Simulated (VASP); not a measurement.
Runs of VASP 6.6.1 on Au. The structure is that of space group Pm-3m (No. 221), or close to it. The cells are those of the table. 

| task | cell | cutoff (eV) | k mesh for the DOS | occupations for the DOS | gap on the mesh (eV) | pressure (GPa) |
| --- | --- | --- | --- | --- | --- | --- |
| single point | a = 2.653 Å, 1 atom | 520 | - | - | none | 14.6 |
| single point | a = 2.318 Å, 1 atom | 520 | - | - | none | 222.0 |
| relaxation of cell and atoms | relaxed from a = 2.687 Å, 1 atom | 500 | - | - | none | 0.0 |
| single point | a = 2.748 Å, 1 atom | 520 | - | - | none | (b) |
| single point | a = 2.181 Å, 1 atom | 520 | - | - | none | 486.8 |
| single point | a = 2.551 Å, 1 atom | 520 | - | - | none | (a) |

Alike in all rows: level PBE; potentials or basis VASP PAW PBE potentials, release 64 (Au); no spin polarisation; k mesh 14 × 14 × 14; smearing fermi-dirac 0.1 eV.

Task: Fill in the values left out.

Result: (a) 43.6; (b) -0.2.

Caveats: spin-orbit coupling is left out, which moves the levels of the heavy elements.

A k mesh can miss the band edges, and the runs leave out spin-orbit coupling on Au.

A gap of «none» marks levels without a gap at the run's occupations.
